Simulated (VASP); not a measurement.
Input of a VASP 6.6.1 run:

The input INCAR:

```
ALGO = Normal
EDIFF = 1E-6
ENCUT = 520
ISIF = 2
ISMEAR = 0
LASPH = True
LCHARG = False
LREAL = Auto
LWAVE = False
NBANDS = 50
NELECT = 72.0
NELM = 100
PREC = Accurate
SIGMA = 0.02
```

Contents of KPOINTS:

```
k-points
0
Gamma
  3 3 3
```

File POSCAR:

```
KSi16
1.0
    0.0000000000      5.4019422760     -5.4019422760
    5.4019422760      5.4019422760      0.0000000000
    5.4019422760      0.0000000000     -5.4019422760
Si K
16 1
Direct
    0.1322227198      0.1186859221      0.1304015230
    0.1254235913      0.6254666983      0.1236386777
    0.6186846933      0.1187052670      0.1304116120
    0.6186771034      0.6322122351      0.1304127227
    0.1322606691      0.1186912905      0.6168567396
    0.1322553932      0.6322085327      0.6168518340
    0.6254792864      0.1254496930      0.6236793782
    0.6187101471      0.6322108467      0.6168852479
    0.2499839745      0.7499965370      0.2481600009
    0.2499883248      0.2518502476      0.2481608339
    0.7518069969      0.7500033864      0.2481901752
    0.7437942308      0.2437935159      0.2686303233
    0.2500117423      0.7499874662      0.7500163447
    0.2704380990      0.2437976810      0.7419827527
    0.7438263489      0.7704075289      0.7419829378
    0.7438427319      0.2438088807      0.7419926566
   -0.1245223413      0.3754509760     -0.1263407614
```

Potentials or basis: VASP PAW LDA potentials, release 64 (Si, K_sv).

Launch:

```console
$ cat potpaw_LDA.64/Si/POTCAR potpaw_LDA.64/K_sv/POTCAR > POTCAR
$ mpirun -np 1 vasp_std > vasp.out
```

Task: What does it give for the largest force?

Result: 0.048 eV/Å.

Forces in eV/Å, atoms in the order of the input:
```
Si   0.000  0.000 -0.024
Si   0.000 -0.001 -0.001
Si   0.000 -0.023  0.000
Si   0.023  0.001  0.000
Si  -0.023 -0.001  0.000
Si   0.001  0.023  0.000
Si   0.000 -0.001  0.000
Si   0.000  0.000  0.024
Si   0.001  0.000 -0.001
Si   0.000 -0.001 -0.001
Si   0.001  0.000  0.000
Si   0.027 -0.027 -0.027
Si   0.000  0.000  0.001
Si  -0.027  0.027 -0.027
Si   0.028  0.027  0.027
Si  -0.028 -0.028  0.028
K   -0.002  0.003  0.002
```

Caveat: the cell carries a net charge on a neutralising background, which shifts energy and pressure.
